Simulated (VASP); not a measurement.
# Yb (Fm-3m) in VASP: a series of runs

Yb is run at these levels: PBEsol; tasks: single point.

Everything below comes from runs of VASP 6.6.1. Logs are shortened: lines on timing, memory, paths and dates and some standing lists are left out, and cuts for length are marked.

## Step 1: The cell of the first run

The structure is cubic, space group Fm-3m (No. 225). Conventional cell: a = 3.956 Å, b = 3.956 Å, c = 3.956 Å, α = 90.00°, β = 90.00°, γ = 90.00°. Within 3.7 Å of Yb (site symmetry m-3m) lie 12 Yb at 2.80 Å.

## Step 2: Single point, PBEsol

Contents of INCAR:

```
PREC     = Accurate       # precision mode
ENCUT    = 600            # plane-wave cutoff, eV
EDIFF    = 1E-6           # SCF threshold, eV
ISMEAR   = 1              # smearing method
SIGMA    = 0.1            # smearing width, eV
LREAL    = False          # projectors in reciprocal space
LASPH    = True           # aspherical terms in the spheres
NELM     = 200            # most SCF steps
ALGO     = Normal         # electronic algorithm
ISIF     = 2              # what is computed and relaxed
LWAVE    = False          # write WAVECAR
LCHARG   = False          # write CHGCAR
GGA      = PS             # functional
NBANDS   = 18             # bands
GGA_COMPAT= False        
LMAXMIX  = 6              # l up to which the mixer works
```

Contents of KPOINTS:

```
Automatic mesh
0
Gamma
  6 6 6
```

Contents of POSCAR:

```
Yb
1.0
    0.0000000000      1.9782079343      1.9782079343
    1.9782079343      0.0000000000      1.9782079343
    1.9782079343      1.9782079343      0.0000000000
Yb
1
Direct
    0.0000000000      0.0000000000      0.0000000000
```

Potentials or basis: VASP PAW PBE potentials, release 64 (Yb).

The run is started by

```
$ cat potpaw_PBE.64/Yb/POTCAR > POTCAR
$ mpirun -np 1 vasp_std > vasp.out
```

OUTCAR:

```text
PREC = Accurate
   ENCUT = 600
   EDIFF = 1E-6
   ISMEAR = 1
   LREAL = False
   LASPH = True
   NELM = 200
   ISIF = 2
   GGA = PS

 ion  position               nearest neighbor table
   1  0.000  0.000  0.000-

  LATTYP: Found a face centered cubic cell.
 ALAT       =     3.9564158686

  Lattice vectors:

 A1 = (   0.0000000000,   1.9782079343,   1.9782079343)
 A2 = (   1.9782079343,   0.0000000000,   1.9782079343)
 A3 = (   1.9782079343,   1.9782079343,   0.0000000000)

Analysis of symmetry for initial positions (statically):
=====================================================================
 Subroutine PRICEL returns:
 Original cell was already a primitive cell.

 Routine SETGRP: Setting up the symmetry group for a
 face centered cubic supercell.

 Subroutine GETGRP returns: Found 48 space group operations
 (whereof 48 operations were pure point group operations)
 out of a pool of 48 trial point group operations.

The static configuration has the point symmetry O_h .

Analysis of symmetry for dynamics (positions and initial velocities):
=====================================================================
 Subroutine PRICEL returns:
 Original cell was already a primitive cell.

 Routine SETGRP: Setting up the symmetry group for a
 face centered cubic supercell.

 Subroutine GETGRP returns: Found 48 space group operations
 (whereof 48 operations were pure point group operations)
 out of a pool of 48 trial point group operations.

The dynamic configuration has the point symmetry O_h .

 Subroutine INISYM returns: Found 48 space group operations
 (whereof 48 operations are pure point group operations),
 and found     1 'primitive' translations

----------------------------------------------------------------------------------------

                                     Primitive cell

  volume of cell :      15.4827

  direct lattice vectors                    reciprocal lattice vectors
     0.000000000  1.978207934  1.978207934    -0.252754016  0.252754016  0.252754016
     1.978207934  0.000000000  1.978207934     0.252754016 -0.252754016  0.252754016
     1.978207934  1.978207934  0.000000000     0.252754016  0.252754016 -0.252754016

  length of vectors
     2.797608490  2.797608490  2.797608490     0.437782798  0.437782798  0.437782798

  position of ions in fractional coordinates (direct lattice)
     0.000000000  0.000000000  0.000000000

  ion indices of the primitive-cell ions
   primitive index   ion index
                 1           1

----------------------------------------------------------------------------------------

 KPOINTS: Automatic mesh

Automatic generation of k-mesh.
 Grid dimensions read from file:
 generate k-points for:    6    6    6

 Generating k-lattice:

  Cartesian coordinates                     Fractional coordinates (reciprocal lattice)
    -0.042125669  0.042125669  0.042125669     0.166666667  0.000000000  0.000000000
     0.042125669 -0.042125669  0.042125669     0.000000000  0.166666667  0.000000000
     0.042125669  0.042125669 -0.042125669     0.000000000  0.000000000  0.166666667

  Length of vectors
     0.072963800  0.072963800  0.072963800

  Shift w.r.t. Gamma in fractional coordinates (k-lattice)
     0.000000000  0.000000000  0.000000000

 Subroutine IBZKPT returns following result:
 ===========================================

 Found     16 irreducible k-points:

 Following reciprocal coordinates:
            Coordinates               Weight
  0.000000  0.000000  0.000000      1.000000
  0.166667  0.000000  0.000000      8.000000
  0.333333  0.000000  0.000000      8.000000
  0.500000  0.000000  0.000000      4.000000
  0.166667  0.166667  0.000000      6.000000
  0.333333  0.166667  0.000000     24.000000
[... 8 lines left out ...]
 -0.333333  0.333333  0.166667     24.000000
 -0.333333  0.500000  0.166667     12.000000
   k-points           NKPTS =     16   k-points in BZ     NKDIM =     16   number of bands    NBANDS=     18
   number of dos      NEDOS =    301   number of ions     NIONS =      1
   total plane-waves  NPLWV =  13824
   dimension x,y,z NGX =    24 NGY =   24 NGZ =   24
   dimension x,y,z NGXF=    48 NGYF=   48 NGZF=   48
   ions per type =               1
   NGX,Y,Z   is equivalent  to a cutoff of  14.26, 14.26, 14.26 a.u.
   NGXF,Y,Z  is equivalent  to a cutoff of  28.52, 28.52, 28.52 a.u.
 SYSTEM =  unknown system
   PREC   = accura    normal or accurate (medium, high low for compatibility)
   ISTART =      0    job   : 0-new  1-cont  2-samecut
   ICHARG =      2    charge: 1-file 2-atom 10-const
   ISPIN  =      1    spin polarized calculation?
   LNONCOLLINEAR =      F non collinear calculations
   LSORBIT =      F    spin-orbit coupling
   LASPH  =      T    aspherical Exc in radial PAW
   ENCUT  =  600.0 eV  44.10 Ry    6.64 a.u.   5.59  5.59  5.59*2*pi/ulx,y,z
   NELM   =    200;   NELMIN=  2; NELMDL= -5     # of ELM steps
   EDIFF  = 0.1E-05   stopping-criterion for ELM
   LREAL  =      F    real-space projection
   EDIFFG = 0.1E-04   stopping-criterion for IOM
   NSW    =      0    number of steps for IOM
   IBRION =     -1    ionic relax: 0-MD 1-quasi-New 2-CG
   NFREE  =      0    steps in history (QN), initial steepest desc. (CG)
   ISIF   =      2    stress and relaxation
   ISYM   =      2    0-nonsym 1-usesym 2-fastsym
   POTIM  = 0.5000    time-step for ionic-motion
   TEBEG  =    0.0;   TEEND  =   0.0 temperature during run
   PSTRESS=    0.0 pullay stress
   NELECT =      24.0000    total number of electrons
   NUPDOWN=      -1.0000    fix difference up-down
   EMIN   =  10.00;   EMAX   =-10.00  energy-range for DOS
   EFERMI =   0.00;   METHOD = LEGACY
   ISMEAR =     1;   SIGMA  =   0.10  broadening in eV -4-tet -1-fermi 0-gaus
   EFERMI_NEDOS =   21; number of points for ismear=-14 and -15
   IALGO  =     38    algorithm
   IMIX   =      4    mixing-type and parameters
     AMIX     =   0.40;   BMIX     =  1.00
     AMIX_MAG =   1.60;   BMIX_MAG =  1.00
  volume/ion in A,a.u.               =      15.48       104.48
  Fermi-wavevector in a.u.,A,eV,Ry     =   1.894654  3.580377 48.841035  3.589715
  Thomas-Fermi vector in A             =   2.935073
   LORBIT       =      0    0 simple, 1 ext, 2 COOP (PROOUT), +10 PAW based schemes
   GGA     = PS    functional components
   LHFCALC =     F    Hartree Fock is set to
   AEXX    =    0.0000 exact exchange contribution
   IVDW    =     0    specifies the selected vdW correction
   LEPSILON=     F    determine dielectric tensor
   LRPA    =     F    only Hartree local field effects (RPA)
 non-spin polarized calculation
 Methfessel and Paxton  Order N= 1 SIGMA  =   0.10
  energy-cutoff  :      600.00
  volume of cell :       15.48
 maximum number of plane-waves:       531
 NGX is ok and might be reduce to    24
   NGX = 11   NGY = 11   NGZ = 11

 number of electron      23.9999997 magnetization

 Free energy of the ion-electron system (eV)
  ---------------------------------------------------
  ext. energy  EPLUGINS =         0.00000000
  ---------------------------------------------------
  free energy    TOTEN  =        -2.16442121 eV

  energy without entropy =       -2.16228704  energy(sigma->0) =       -2.16370982

 E-fermi :   4.7273     XC(G=0): -14.2209

 val. band max:        4.7121955667   @ k =   0.5000   0.3333   0.1667
 cond. band min:       4.9353622349   @ k =  -0.3333   0.5000   0.1667
 fundamental gap:      0.2231666682
 Fermi energy:         4.7273334576

 k-point     1 :       0.0000    0.0000    0.0000
  band No.  band energies     occupation
      1     -47.1042      2.00000
      2     -17.4182      2.00000
      3     -17.4182      2.00000
      4     -17.4182      2.00000
      5      -1.1166      2.00000
      6       3.2819      2.00000
[... 10 lines left out ...]
     17      13.3204      0.00000
     18      18.9685      0.00000

 k-point     2 :       0.1667    0.0000    0.0000
  band No.  band energies     occupation
      1     -46.9734      2.00000
      2     -18.5387      2.00000
      3     -17.5380      2.00000
      4     -17.5380      2.00000
      5       0.4799      2.00000
      6       3.2810      2.00000
[... 10 lines left out ...]
     17      12.6647      0.00000
     18      20.5019      0.00000

 k-point     3 :       0.3333    0.0000    0.0000
  band No.  band energies     occupation
      1     -46.7020      2.00000
      2     -20.4003      2.00000
      3     -17.7687      2.00000
      4     -17.7687      2.00000
      5       1.8567      2.00000
      6       3.4394      2.00000
[... 10 lines left out ...]
     17      14.6704      0.00000
     18      18.4913      0.00000

 k-point     4 :       0.5000    0.0000    0.0000
  band No.  band energies     occupation
      1     -46.5610      2.00000
      2     -21.2114      2.00000
      3     -17.8800      2.00000
      4     -17.8800      2.00000
      5       1.8003      2.00000
      6       3.3403      2.00000
[... 10 lines left out ...]
     17      17.3097      0.00000
     18      18.7532      0.00000

 k-point     5 :       0.1667    0.1667    0.0000
  band No.  band energies     occupation
      1     -46.9300      2.00000
      2     -18.5056      2.00000
      3     -17.7747      2.00000
      4     -17.7747      2.00000
      5       1.0440      2.00000
      6       3.2068      2.00000
[... 10 lines left out ...]
     17      14.1623      0.00000
     18      22.8054      0.00000

 k-point     6 :       0.3333    0.1667    0.0000
  band No.  band energies     occupation
      1     -46.7051      2.00000
      2     -19.8771      2.00000
      3     -18.0940      2.00000
      4     -18.0563      2.00000
      5       2.6062      2.00000
      6       3.4116      2.00000
[... 139 lines left out ...]
 k-point    13 :       0.5000    0.5000    0.0000
  band No.  band energies     occupation
      1     -46.3842      2.00000
      2     -20.9087      2.00000
      3     -18.7464      2.00000
      4     -18.7464      2.00000
      5       0.9864      2.00000
      6       2.5017      2.00000
[... 10 lines left out ...]
     17      18.6368      0.00000
     18      21.0562      0.00000

 k-point    14 :       0.5000    0.3333    0.1667
  band No.  band energies     occupation
      1     -46.5211      2.00000
      2     -20.3115      2.00000
      3     -19.0013      2.00000
      4     -18.2543      2.00000
      5       3.1116      2.00000
      6       3.4630      2.00000
[... 10 lines left out ...]
     17      19.3999      0.00000
     18      23.2339      0.00000

 k-point    15 :      -0.3333    0.3333    0.1667
  band No.  band energies     occupation
      1     -46.4270      2.00000
      2     -20.4043      2.00000
      3     -19.4641      2.00000
      4     -18.4768      2.00000
      5       3.1171      2.00000
      6       3.5843      2.00000
[... 10 lines left out ...]
     17      20.5991      0.00000
     18      21.0034      0.00000

 k-point    16 :      -0.3333    0.5000    0.1667
  band No.  band energies     occupation
      1     -46.3821      2.00000
      2     -20.4355      2.00000
      3     -19.3649      2.00000
      4     -18.8557      2.00000
      5       2.4797      2.00000
      6       3.4986      2.00000
[... 10 lines left out ...]
     17      21.2461      0.00000
     18      21.5771      0.00000

------------------------ aborting loop because EDIFF is reached ----------------------------------------

  FORCE on cell =-STRESS in cart. coord.  units (eV):
  Direction    XX          YY          ZZ          XY          YZ          ZX
  --------------------------------------------------------------------------------------
  -------------------------------------------------------------------------------------
  Total        5.8864034      5.8864034      5.8864034      0.0000000      0.0000000     -0.0000000
  in kB      609.1367347    609.1367347    609.1367347      0.0000000      0.0000000     -0.0000000
  external PRESSURE =     609.1367347 kB  Pullay stress =       0.0000000 kB

 VOLUME and BASIS-vectors are now :
 -----------------------------------------------------------------------------
  energy-cutoff  :      600.00
  volume of cell :       15.48
      direct lattice vectors                 reciprocal lattice vectors
     0.000000000  1.978207934  1.978207934    -0.252754016  0.252754016  0.252754016
     1.978207934  0.000000000  1.978207934     0.252754016 -0.252754016  0.252754016
     1.978207934  1.978207934  0.000000000     0.252754016  0.252754016 -0.252754016

 POSITION                                       TOTAL-FORCE (eV/Angst)
 -----------------------------------------------------------------------------------
      0.00000      0.00000      0.00000         0.000000      0.000000     -0.000000
 -----------------------------------------------------------------------------------
    total drift:                                0.000000     -0.000000     -0.000000

  FREE ENERGIE OF THE ION-ELECTRON SYSTEM (eV)
  ---------------------------------------------------
  free  energy   TOTEN  =        -2.1644212109 eV

  energy  without entropy=       -2.1622870444  energy(sigma->0) =       -2.16370982
```

Wall time 18 s (1 thread of AMD EPYC 7R13 (Zen 3), shared host); peak memory 0.12 GiB.

Results:

```
Free energy            : -2.1644 eV
Pressure               : 60.9 GPa
Band gap on the k mesh : zero (bands 12 and 13 overlap by 0.91 eV)
```

Caveat: the k points lie up to 0.46 Å⁻¹ apart, too coarse for converged energies and pressures of a metal; the PAW data sets were made with another functional, which shifts forces and pressure a little; spin-orbit coupling is left out, which moves the levels of the heavy elements.

## Step 3: Single point, PBEsol

This run uses another cell than the first one, of 17.49 Å³/atom.

Contents of INCAR:

```
SYSTEM = Yb
PREC = Accurate
ENCUT = 600
EDIFF = 1E-6
ISMEAR = 1
SIGMA = 0.1
LREAL = .FALSE.
LASPH = .TRUE.
NELM = 200
ALGO = Normal
ISIF = 2
LWAVE = .FALSE.
LCHARG = .FALSE.
GGA = PS
NBANDS = 18
GGA_COMPAT = .FALSE.
LMAXMIX = 6
```

Contents of KPOINTS:

```
Automatic mesh
0
G
  6 6 6
  0 0 0
```

Contents of POSCAR:

```
Yb
1.0
    0.0000000000      2.0601954052      2.0601954052
    2.0601954052      0.0000000000      2.0601954052
    2.0601954052      2.0601954052      0.0000000000
Yb
1
Direct
    0.0000000000      0.0000000000      0.0000000000
```

Potentials or basis: VASP PAW PBE potentials, release 64 (Yb).

The run is started by

```
$ cat potpaw_PBE.64/Yb/POTCAR > POTCAR
$ mpirun -np 1 vasp_std > vasp.out
```

Wall time 16 s (1 thread of AMD EPYC 7R13 (Zen 3), shared host); peak memory 0.12 GiB.

Results (log left out):

- Free energy: -2.7921 eV
- Pressure: 40.8 GPa
- Band gap on the k mesh: zero (bands 12 and 13 overlap by 0.83 eV)

Levels at points of the mesh, in eV from the Fermi level:
```
           k point  band 9  band 10  band 11  band 12  band 13  band 14  band 15  band 16
(0.00, 0.00, 0.00)   -0.85    -0.44    -0.44    -0.44     3.57     3.57     3.57     7.98
(0.50, 0.00, 0.00)   -0.65    -0.53    -0.53    -0.43     3.08     3.08     4.39    11.46
(0.50, 0.50, 0.00)   -0.75    -0.69    -0.59    -0.59    -0.56     7.24    11.56    12.60
```

Caveat: the k points lie up to 0.44 Å⁻¹ apart, too coarse for converged energies and pressures of a metal; the PAW data sets were made with another functional, which shifts forces and pressure a little; spin-orbit coupling is left out, which moves the levels of the heavy elements. Spin polarisation is off, so any magnetic state and its effect on volume and gap are missing.

The gap in the log of VASP goes by the Fermi energy; the results here count the filled bands.